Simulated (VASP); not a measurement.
Input of a VASP 6.6.1 run:

Contents of INCAR:

```
  ALGO = Normal
  EDIFF = 1E-6
  EDIFFG = -0.04
  ENCUT = 600
  GGA = PE
  IBRION = 2
  ISIF = 3
  ISMEAR = 0
  LASPH = True
  LCHARG = False
  LREAL = False
  LWAVE = False
  NELM = 60
  NSW = 90
  PREC = Accurate
  SIGMA = 0.1
```

The input KPOINTS:

```
k-points
0
Gamma
  3 3 6
```

Contents of POSCAR:

```
BeZn2Se3
1.0
    5.9566957900      0.0000000000      0.0000000000
   -2.9783478900      5.1586498700      0.0000000000
    0.0000000000      0.0000000000      3.4526187900
Be Zn Se
1 2 3
Direct
    0.0000000000      0.0000000000      0.0000000000
    0.3333333300      0.6666666700      0.0000000000
    0.6666666700      0.3333333300      0.0000000000
    0.5000000000      0.0000000000      0.5000000000
    0.5000000000      0.5000000000      0.5000000000
    0.0000000000      0.5000000000      0.5000000000
```

Potentials or basis: VASP PAW PBE potentials, release 64 (Be, Zn, Se).

Run with:

```bash
$ cat potpaw_PBE.64/Be/POTCAR potpaw_PBE.64/Zn/POTCAR potpaw_PBE.64/Se/POTCAR > POTCAR
$ mpirun -np 1 vasp_std > vasp.out
```

Predict the band gap on the k mesh.

zero (bands 22 and 23 overlap by 0.68 eV).

Estimate the relaxed cell.

a = 6.461 Å, b = 6.461 Å, c = 3.764 Å, α = 90.00°, β = 90.00°, γ = 120.00°.

What does it give for the relaxed volume?

22.68 Å³/atom.

Predict the space group after relaxing (to 0.1 Å).

P6/mmm (No. 191).

Final structure:
```cif
data_structure
_symmetry_space_group_name_H-M 'P 1'
_symmetry_Int_Tables_number 1
_cell_length_a 6.4612
_cell_length_b 6.4612
_cell_length_c 3.7644
_cell_angle_alpha 90.000
_cell_angle_beta 90.000
_cell_angle_gamma 120.000
_cell_volume 136.10
loop_
_atom_site_label
_atom_site_type_symbol
_atom_site_fract_x
_atom_site_fract_y
_atom_site_fract_z
_atom_site_occupancy
Be1 Be 0.00000 0.00000 0.00000 1
Zn1 Zn 0.33333 0.66667 0.00000 1
Zn2 Zn 0.66667 0.33333 0.00000 1
Se1 Se 0.50000 0.00000 0.50000 1
Se2 Se 0.50000 0.50000 0.50000 1
Se3 Se 0.00000 0.50000 0.50000 1
```

Caveat: the k points lie up to 0.37 Å⁻¹ apart in the final cell, too coarse for converged energies and pressures of a metal; the volume moved by over 15 % at a fixed basis, so the end points are rough; semilocal functionals underestimate gaps, so a narrow gap can read as zero.
